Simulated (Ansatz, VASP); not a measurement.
**Two plane-wave programs on SbTeS**

```
Sb Te S
1.0
     3.81164    0.00000    0.00000
     0.00000    3.81164    0.00000
     0.00000    0.00000    6.18413
Sb Te S
1 1 1
Direct
  0.50000 0.50000 0.50000
  0.50000 0.50000 0.00000
  0.00000 0.00000 0.00000
```

Change from the starting cell: species swapped into the MgNiH type (P4/mmm, No. 123).

Alike in both runs: functional PBE; k mesh 4 × 4 × 4; occupations gaussian, width 0.1 eV; no spin polarisation.

Ansatz relaxed the structure, and its values are those at the end. VASP's run is a single point on that final structure, the one shown.

|  | VASP | Ansatz |
| --- | --- | --- |
| version | VASP 6.6.1 | Ansatz 0.2.0 |
| potentials or method | VASP PAW PBE potentials, release 64 (Sb, Te, S), cutoff 520 eV | scalar-relativistic, plane waves, PAW |
| valence electrons in the cell | 17 | 37 |

Ansatz gave:

| Quantity | Value |
| --- | --- |
| gap on the k mesh at the Fermi level (eV) | none |
| pressure (GPa) | -0.1 |

Task: What did VASP give for the same quantities?

Result: gap on the k mesh at the Fermi level (eV): none; pressure (GPa): -0.2.

A gap of «none» marks a metal or a gap that the smearing closes. VASP's potentials hold 17 valence electrons a cell and Ansatz's 37, so a difference there can come from the potentials and not from the codes.

The k mesh is coarse, so the values compare programs but aren't converged. Neither program's run includes spin-orbit coupling.
